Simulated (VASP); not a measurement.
# BP (P6_3/mmc) in VASP: notebook

BP is run at these levels: PBEsol; tasks: single point, relaxation of cell and atoms.

All numbers are computed with VASP 6.6.1; they aren't measurements. Logs are shortened: lines on timing, memory, paths and dates and some standing lists are left out, and cuts for length are marked.

### Step 1. The cell of the first run

It takes space group P6_3/mmc (No. 194, hexagonal). The conventional cell has a = 3.050 Å, b = 3.050 Å, c = 5.002 Å, α = 90.00°, β = 90.00°, γ = 120.00°. Within 2.9 Å of B (site symmetry -3m) lie 6 P at 2.16 Å and 2 B at 2.50 Å. Within 2.9 Å of P (site symmetry -6m2) lie 6 B at 2.16 Å.

### Step 2. Single point, PBEsol

Contents of INCAR:

```
PREC     = Accurate       # precision mode
ENCUT    = 520            # plane-wave cutoff, eV
EDIFF    = 1E-7           # SCF threshold, eV
ISMEAR   = -1             # smearing method
SIGMA    = 0.03           # smearing width, eV
LREAL    = F              # projectors in reciprocal space
LASPH    = T              # aspherical terms in the spheres
NELM     = 100            # most SCF steps
ALGO     = Normal         # electronic algorithm
ISIF     = 2              # what is computed and relaxed
LWAVE    = F              # write WAVECAR
LCHARG   = F              # write CHGCAR
GGA      = PS             # functional
NBANDS   = 16             # bands
```

Contents of KPOINTS:

```
regular mesh
0
Gamma
  9 9 4
```

Contents of POSCAR:

```
BP
1.0
    3.0496435629      0.0000000000      0.0000000000
   -1.5248217815      2.6410687980      0.0000000000
    0.0000000000      0.0000000000      5.0016391063
B P
2 2
Direct
    0.0000000000      0.0000000000      0.0000000000
    0.0000000000      0.0000000000      0.5000000000
    0.3333333333      0.6666666667      0.2500000000
    0.6666666667      0.3333333333      0.7500000000
```

Potentials or basis: VASP PAW PBE potentials, release 64 (B, P).

Command:

```bash
$ cat potpaw_PBE.64/B/POTCAR potpaw_PBE.64/P/POTCAR > POTCAR
$ mpirun -np 1 vasp_std > vasp.out
```

OUTCAR:

```text
PREC = Accurate
   ENCUT = 520
   EDIFF = 1E-7
   ISMEAR = -1
   LREAL = F
   LASPH = T
   NELM = 100
   ISIF = 2
   GGA = PS

 ion  position               nearest neighbor table
   1  0.000  0.000  0.000-   3 2.16   4 2.16   4 2.16   3 2.16   4 2.16   3 2.16
   2  0.000  0.000  0.500-   3 2.16   4 2.16   4 2.16   3 2.16   4 2.16   3 2.16
   3  0.333  0.667  0.250-   1 2.16   2 2.16   1 2.16   2 2.16   1 2.16   2 2.16
   4  0.667  0.333  0.750-   1 2.16   2 2.16   1 2.16   2 2.16   1 2.16   2 2.16

  LATTYP: Found a hexagonal cell.
 ALAT       =     3.0496435629
 C/A-ratio  =     1.6400733407

  Lattice vectors:

 A1 = (   3.0496435629,   0.0000000000,   0.0000000000)
 A2 = (  -1.5248217815,   2.6410687980,   0.0000000000)
 A3 = (   0.0000000000,   0.0000000000,   5.0016391063)

Analysis of symmetry for initial positions (statically):
=====================================================================
 Subroutine PRICEL returns:
 Original cell was already a primitive cell.

 Routine SETGRP: Setting up the symmetry group for a
 hexagonal supercell.

 Subroutine GETGRP returns: Found 24 space group operations
 (whereof 12 operations were pure point group operations)
 out of a pool of 24 trial point group operations.

The static configuration has the point symmetry D_3d.
 The point group associated with its full space group is D_6h.

Analysis of symmetry for dynamics (positions and initial velocities):
=====================================================================
 Subroutine PRICEL returns:
 Original cell was already a primitive cell.

 Routine SETGRP: Setting up the symmetry group for a
 hexagonal supercell.

 Subroutine GETGRP returns: Found 24 space group operations
 (whereof 12 operations were pure point group operations)
 out of a pool of 24 trial point group operations.

The dynamic configuration has the point symmetry D_3d.
 The point group associated with its full space group is D_6h.

 Subroutine INISYM returns: Found 24 space group operations
 (whereof 12 operations are pure point group operations),
 and found     1 'primitive' translations

----------------------------------------------------------------------------------------

                                     Primitive cell

  volume of cell :      40.2848

  direct lattice vectors                    reciprocal lattice vectors
     3.049643563  0.000000000  0.000000000     0.327907173  0.189317295  0.000000000
    -1.524821782  2.641068798  0.000000000     0.000000000  0.378634589  0.000000000
     0.000000000  0.000000000  5.001639106     0.000000000  0.000000000  0.199934457

  length of vectors
     3.049643563  3.049643563  5.001639106     0.378634589  0.378634589  0.199934457

  position of ions in fractional coordinates (direct lattice)
     0.000000000  0.000000000  0.000000000
     0.000000000  0.000000000  0.500000000
     0.333333333  0.666666667  0.250000000
     0.666666667  0.333333333  0.750000000

  ion indices of the primitive-cell ions
   primitive index   ion index
                 1           1
                 2           2
                 3           3
                 4           4

----------------------------------------------------------------------------------------

 KPOINTS: regular mesh

Automatic generation of k-mesh.
 Grid dimensions read from file:
 generate k-points for:    9    9    4

 Generating k-lattice:

  Cartesian coordinates                     Fractional coordinates (reciprocal lattice)
     0.036434130  0.021035255  0.000000000     0.111111111 -0.000000000  0.000000000
     0.000000000  0.042070510  0.000000000     0.000000000  0.111111111  0.000000000
     0.000000000  0.000000000  0.049983614     0.000000000  0.000000000  0.250000000

  Length of vectors
     0.042070510  0.042070510  0.049983614

  Shift w.r.t. Gamma in fractional coordinates (k-lattice)
     0.000000000  0.000000000  0.000000000

 Subroutine IBZKPT returns following result:
 ===========================================

 Found     36 irreducible k-points:

 Following reciprocal coordinates:
            Coordinates               Weight
  0.000000  0.000000  0.000000      1.000000
  0.111111  0.000000  0.000000      6.000000
  0.222222  0.000000  0.000000      6.000000
  0.333333  0.000000  0.000000      6.000000
  0.444444  0.000000  0.000000      6.000000
  0.111111  0.111111  0.000000      6.000000
[... 16 lines left out ...]
  0.333333  0.222222  0.250000     24.000000
  0.333333  0.333333  0.250000      4.000000
 [... further k-points ...]
   k-points           NKPTS =     36   k-points in BZ     NKDIM =     36   number of bands    NBANDS=     16
   number of dos      NEDOS =    301   number of ions     NIONS =      4
   total plane-waves  NPLWV =  23040
   dimension x,y,z NGX =    24 NGY =   24 NGZ =   40
   dimension x,y,z NGXF=    48 NGYF=   48 NGZF=   80
   ions per type =               2   2
   NGX,Y,Z   is equivalent  to a cutoff of  13.08, 13.08, 13.30 a.u.
   NGXF,Y,Z  is equivalent  to a cutoff of  26.17, 26.17, 26.59 a.u.
 SYSTEM =  unknown system
   PREC   = accura    normal or accurate (medium, high low for compatibility)
   ISTART =      0    job   : 0-new  1-cont  2-samecut
   ICHARG =      2    charge: 1-file 2-atom 10-const
   ISPIN  =      1    spin polarized calculation?
   LNONCOLLINEAR =      F non collinear calculations
   LSORBIT =      F    spin-orbit coupling
   LASPH  =      T    aspherical Exc in radial PAW
   ENCUT  =  520.0 eV  38.22 Ry    6.18 a.u.   5.67  5.67  9.30*2*pi/ulx,y,z
   NELM   =    100;   NELMIN=  2; NELMDL= -5     # of ELM steps
   EDIFF  = 0.1E-06   stopping-criterion for ELM
   LREAL  =      F    real-space projection
   EDIFFG = 0.1E-05   stopping-criterion for IOM
   NSW    =      0    number of steps for IOM
   IBRION =     -1    ionic relax: 0-MD 1-quasi-New 2-CG
   NFREE  =      0    steps in history (QN), initial steepest desc. (CG)
   ISIF   =      2    stress and relaxation
   ISYM   =      2    0-nonsym 1-usesym 2-fastsym
   POTIM  = 0.5000    time-step for ionic-motion
   TEBEG  =    0.0;   TEEND  =   0.0 temperature during run
   PSTRESS=    0.0 pullay stress
   NELECT =      16.0000    total number of electrons
   NUPDOWN=      -1.0000    fix difference up-down
   EMIN   =  10.00;   EMAX   =-10.00  energy-range for DOS
   EFERMI =   0.00;   METHOD = LEGACY
   ISMEAR =    -1;   SIGMA  =   0.03  broadening in eV -4-tet -1-fermi 0-gaus
   EFERMI_NEDOS =   21; number of points for ismear=-14 and -15
   IALGO  =     38    algorithm
   IMIX   =      4    mixing-type and parameters
     AMIX     =   0.40;   BMIX     =  1.00
     AMIX_MAG =   1.60;   BMIX_MAG =  1.00
  volume/ion in A,a.u.               =      10.07        67.96
  Fermi-wavevector in a.u.,A,eV,Ry     =   1.203375  2.274050 19.702763  1.448112
  Thomas-Fermi vector in A             =   2.339130
   LORBIT       =      0    0 simple, 1 ext, 2 COOP (PROOUT), +10 PAW based schemes
   GGA     = PS    functional components
   LHFCALC =     F    Hartree Fock is set to
   AEXX    =    0.0000 exact exchange contribution
   IVDW    =     0    specifies the selected vdW correction
   LEPSILON=     F    determine dielectric tensor
   LRPA    =     F    only Hartree local field effects (RPA)
 non-spin polarized calculation
  energy-cutoff  :      520.00
  volume of cell :       40.28
 maximum number of plane-waves:      1105
 NGX is ok and might be reduce to    24
   NGX = 11   NGY = 11   NGZ = 19

 number of electron      15.9999997 magnetization

 Free energy of the ion-electron system (eV)
  ---------------------------------------------------
  ext. energy  EPLUGINS =         0.00000000
  ---------------------------------------------------
  free energy    TOTEN  =       -22.85850750 eV

  energy without entropy =      -22.85520312  energy(sigma->0) =      -22.85685531

 E-fermi :   9.7594     XC(G=0): -11.9938

 val. band max:        9.6482544960   @ k =   0.2222   0.1111   0.0000
 cond. band min:       9.7894957380   @ k =   0.4444   0.0000   0.5000
 fundamental gap:      0.1412412420
 Fermi energy:         9.7594243741

 k-point     1 :       0.0000    0.0000    0.0000
  band No.  band energies     occupation
      1      -7.2714      2.00000
      2      -2.9206      2.00000
      3      -0.9084      2.00000
      4       8.6097      2.00000
      5       8.6097      2.00000
      6      10.2587      0.00000
[... 8 lines left out ...]
     15      17.1823      0.00000
     16      18.6087      0.00000

 k-point     2 :       0.1111    0.0000    0.0000
  band No.  band energies     occupation
      1      -7.0369      2.00000
      2      -2.6931      2.00000
      3      -0.6921      2.00000
      4       6.9285      2.00000
      5       7.8459      2.00000
      6       9.8970      0.02016
[... 8 lines left out ...]
     15      17.5318      0.00000
     16      17.5352      0.00000

 k-point     3 :       0.2222    0.0000    0.0000
  band No.  band energies     occupation
      1      -6.3367      2.00000
      2      -2.0329      2.00000
      3      -0.0454      2.00000
      4       4.1081      2.00000
      5       6.7347      2.00000
      6       7.8082      2.00000
[... 8 lines left out ...]
     15      17.2629      0.00000
     16      19.0382      0.00000

 k-point     4 :       0.3333    0.0000    0.0000
  band No.  band energies     occupation
      1      -5.1827      2.00000
      2      -1.1296      2.00000
      3       1.0221      2.00000
      4       1.5827      2.00000
      5       5.4366      2.00000
      6       5.9059      2.00000
[... 8 lines left out ...]
     15      18.9429      0.00000
     16      21.5474      0.00000

 k-point     5 :       0.4444    0.0000    0.0000
  band No.  band energies     occupation
      1      -3.6151      2.00000
      2      -1.7226      2.00000
      3       1.3003      2.00000
      4       2.4526      2.00000
      5       3.2127      2.00000
      6       4.5736      2.00000
[... 8 lines left out ...]
     15      20.7098      0.00000
     16      21.6156      0.00000

 k-point     6 :       0.1111    0.1111    0.0000
  band No.  band energies     occupation
      1      -6.5695      2.00000
      2      -2.2474      2.00000
      3      -0.2605      2.00000
      4       5.3721      2.00000
      5       5.9514      2.00000
      6       9.4651      1.99989
[... 8 lines left out ...]
     15      16.9707      0.00000
     16      18.5158      0.00000
[... 267 lines left out ...]
 k-point    21 :       0.4444    0.1111    0.2500
  band No.  band energies     occupation
      1      -2.4253      2.00000
      2      -2.0979      2.00000
      3       0.6906      2.00000
      4       0.7760      2.00000
      5       4.0243      2.00000
      6       5.6898      2.00000
[... 8 lines left out ...]
     15      18.6387      0.00000
     16      21.1281      0.00000

 k-point    22 :       0.2222    0.2222    0.2500
  band No.  band energies     occupation
      1      -4.1794      2.00000
      2      -1.7921      2.00000
      3       1.9259      2.00000
      4       2.1533      2.00000
      5       3.5943      2.00000
      6       5.1785      2.00000
[... 8 lines left out ...]
     15      18.7714      0.00000
     16      18.9881      0.00000

 k-point    23 :       0.3333    0.2222    0.2500
  band No.  band energies     occupation
      1      -2.6474      2.00000
      2      -1.0981      2.00000
      3       0.4186      2.00000
      4       1.4781      2.00000
      5       2.8220      2.00000
      6       4.3840      2.00000
[... 8 lines left out ...]
     15      19.2148      0.00000
     16      19.8548      0.00000

 k-point    24 :       0.3333    0.3333    0.2500
  band No.  band energies     occupation
      1      -1.2074      2.00000
      2      -1.2074      2.00000
      3      -0.4472      2.00000
      4       1.6982      2.00000
      5       2.7370      2.00000
      6       2.7370      2.00000
[... 8 lines left out ...]
     15      18.6969      0.00000
     16      19.6543      0.00000

 [... further k-points ...]
[... 5 lines left out ...]
  --------------------------------------------------------------------------------------
  -------------------------------------------------------------------------------------
  Total        0.0387012      0.0387012      0.0395076     -0.0000000      0.0000000      0.0000000
  in kB        1.5391967      1.5391967      1.5712660     -0.0000000      0.0000000      0.0000000
  external PRESSURE =       1.5498865 kB  Pullay stress =       0.0000000 kB

 VOLUME and BASIS-vectors are now :
 -----------------------------------------------------------------------------
  energy-cutoff  :      520.00
  volume of cell :       40.28
      direct lattice vectors                 reciprocal lattice vectors
     3.049643563  0.000000000  0.000000000     0.327907173  0.189317295  0.000000000
    -1.524821782  2.641068798  0.000000000     0.000000000  0.378634589  0.000000000
     0.000000000  0.000000000  5.001639106     0.000000000  0.000000000  0.199934457

 POSITION                                       TOTAL-FORCE (eV/Angst)
 -----------------------------------------------------------------------------------
      0.00000      0.00000      0.00000         0.000000      0.000000      0.000000
      0.00000      0.00000      2.50082         0.000000      0.000000      0.000000
     -0.00000      1.76071      1.25041        -0.000000      0.000000     -0.000000
      1.52482      0.88036      3.75123         0.000000     -0.000000      0.000000
 -----------------------------------------------------------------------------------
    total drift:                               -0.000000      0.000000      0.000000

  FREE ENERGIE OF THE ION-ELECTRON SYSTEM (eV)
  ---------------------------------------------------
  free  energy   TOTEN  =       -22.8585074959 eV

  energy  without entropy=      -22.8552031220  energy(sigma->0) =      -22.85685531
```

Wall time 25 s (1 thread of Intel Xeon 8259CL, shared host); peak memory 0.16 GiB.

What came out:

| Item | Value |
| --- | --- |
| Free energy | -22.8585 eV |
| Pressure | 0.2 GPa |
| Band gap on the k mesh | zero (bands 8 and 9 overlap by 5.91 eV) |

Caveat: the PAW data sets were made with another functional, which shifts forces and pressure a little.

(Part 1 of 2 ends here.)

The gap in the log of VASP goes by the Fermi energy; the results here count the filled bands.